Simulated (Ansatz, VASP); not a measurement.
# KTaO3 in VASP and in Ansatz

```
K Ta O
1.0
     3.98830    0.01994    0.01994
     0.01994    3.98830    0.01994
     0.01994    0.01994    3.98830
K Ta O
1 1 3
Direct
  0.50000 0.50000 0.50000
  0.00000 0.00000 0.00000
  0.50000 0.00000 0.00000
  0.00000 0.50000 0.00000
  0.00000 0.00000 0.50000
```

Change from the starting cell: equal xy, yz and zx shear strains of +1 %.

Alike in both runs: task single point; functional PBE; k mesh 5 × 5 × 5; occupations fermi-dirac, width 0.01 eV; no spin polarisation.

```csv
,VASP,Ansatz
version,VASP 6.6.1,Ansatz 0.2.0
potentials or method,"VASP PAW PBE potentials, release 64 (K_sv, Ta_pv, O), cutoff 520 eV","all-electron LAPW, scalar-relativistic"
```

|  | VASP | Ansatz | Ansatz less VASP |
| --- | --- | --- | --- |
| gap on the k mesh at the Fermi level (eV) | 2.26 | 2.32 | +0.055 |
| pressure (GPa) | 6.1 | 5.5 | -0.60 |
| traceless stress, the component that is largest in VASP (GPa) | -1.01 | -1.00 | +0.003 |

Ansatz ran all-electron here, and VASP with PAW potentials.

Neither program's run includes spin-orbit coupling.
